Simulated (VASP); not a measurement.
**YbCu2Te4: single point with PBE**

YbCu2Te4:

```
Yb Cu Te
1.0
    -2.93961    2.93961    6.14643
     2.93961   -2.93961    6.14643
     2.93961    2.93961   -6.14643
Yb Cu Te
1 2 4
Cartesian
  0.0000 0.0000 6.1464
  0.0000 2.9396 3.0732
  2.9396 0.0000 3.0732
  1.1010 1.1010 -1.6897
  1.8386 -1.8386 7.8361
  1.8386 1.8386 4.4568
  -1.8386 1.8386 7.8361
```

The cell was generated, and may not be a known phase.

```yaml
Program: VASP 6.6.1
Task: single point
Functional: PBE
Potentials_or_basis: VASP PAW PBE potentials, release 64 (Yb, Cu, Te)
Cutoff: 600 eV
k_mesh: 4 × 4 × 4
Occupations: gaussian, width 0.1 eV
Spin: collinear spin, ferromagnetic start
Starting_moments: "[1.0, 0.0, 0.0, 0.0, 0.0, 0.0, 0.0] μB"
Dipole_correction: no
Further_INCAR_settings: ALGO = Normal; EDIFF = 1e-06; NBANDS = 48
```

- Pressure: 0.0 GPa
- Largest force: 0.067 eV/Å
- Band gap on the k mesh: zero (filled and empty bands overlap)
- Net moment: 0.00 μB per cell
- Valence electrons inside the program's atomic spheres: Yb 22.04; Cu 9.96; Te 3.37

Forces on the atoms (eV/Å):
```
Yb   0.000  0.000  0.000
Cu   0.000  0.000  0.000
Cu   0.000  0.000  0.000
Te  -0.040 -0.040  0.037
Te   0.040 -0.040 -0.037
Te   0.040  0.040  0.037
Te  -0.040  0.040 -0.037
```

Stress tensor (GPa, compression positive):
```
-0.09  0.00  0.00
 0.00 -0.09  0.00
 0.00  0.00  0.08
```

Levels at points of the mesh, in eV from the Fermi level:
Spin up:
```
           k point  band 32  band 33  band 34  band 35  band 36  band 37  band 38  band 39
(0.00, 0.00, 0.00)    -0.25    -0.22    -0.22     0.48     0.70     0.70     1.99     2.56
(0.50, 0.00, 0.00)    -0.24    -0.22    -0.21    -0.18     0.25     0.29     3.01     3.26
(0.50, 0.50, 0.00)    -0.23    -0.16    -0.03     0.04     0.26     0.46     2.91     2.97
(0.50, 0.50, 0.50)    -0.26    -0.22    -0.20    -0.20     0.30     0.30     2.28     2.67
```
Spin down:
```csv
k point,band 31,band 32,band 33,band 34,band 35,band 36,band 37,band 38,band 39,band 40
"(0.00, 0.00, 0.00)",-0.26,-0.25,-0.22,-0.22,0.48,0.70,0.70,1.99,2.56,2.66
"(0.50, 0.00, 0.00)",-0.28,-0.24,-0.22,-0.21,-0.18,0.25,0.29,3.01,3.26,3.31
"(0.50, 0.50, 0.00)",-0.25,-0.23,-0.16,-0.03,0.04,0.26,0.46,2.91,2.97,3.10
"(0.50, 0.50, 0.50)",-0.27,-0.26,-0.22,-0.20,-0.20,0.30,0.30,2.28,2.67,2.84
```

It took 83 min on 1 thread of Intel(R) Xeon(R) Platinum 8259CL CPU @ 2.50GHz (Skylake/Cascade Lake) (shared host), peak memory 0.84 GiB.

Caveat: spin-orbit coupling is left out, which moves the levels of the heavy elements. The state reached can hang on the start; a lower one may exist.
